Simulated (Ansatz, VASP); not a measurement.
**One calculation of Ta2NbO2, two programs**

```xyz
5
Lattice="4.4021 0.0000 0.0000 -2.2011 3.8124 0.0000 0.0000 0.0000 4.7415" Properties=species:S:1:pos:R:3 pbc="T T T"
Ta    0.0000    0.0000    2.3707
Ta    0.0000    0.0000    0.0000
Nb    0.0000    2.5416    0.0000
O     0.0000    2.5416    1.7344
O     0.0000    2.5416    3.0071
```

Alike in both runs: task single point; functional PBE; k mesh 6 × 6 × 4; occupations gaussian, width 0.1 eV; no spin polarisation.

|  | VASP | Ansatz |
| --- | --- | --- |
| version | VASP 6.6.1 | Ansatz 0.2.0 |
| potentials or method | VASP PAW PBE potentials, release 64 (Ta_sv_GW, Nb_sv, O), cutoff 600 eV | scalar-relativistic, plane waves, PAW |
| valence electrons in the cell | 51 | 51 |

Ansatz gave:

| Quantity | Value |
| --- | --- |
| gap on the k mesh at the Fermi level (eV) | none |
| rms of the force components (eV/Å) | 0.955 |

Q: What did VASP give for the same quantities?

A: gap on the k mesh at the Fermi level (eV): none; rms of the force components (eV/Å): 0.741.

Atom by atom the forces differ by 0.214 eV/Å (rms over components). A gap of «none» marks a metal or a gap that the smearing closes.

Spin-orbit coupling is off throughout.
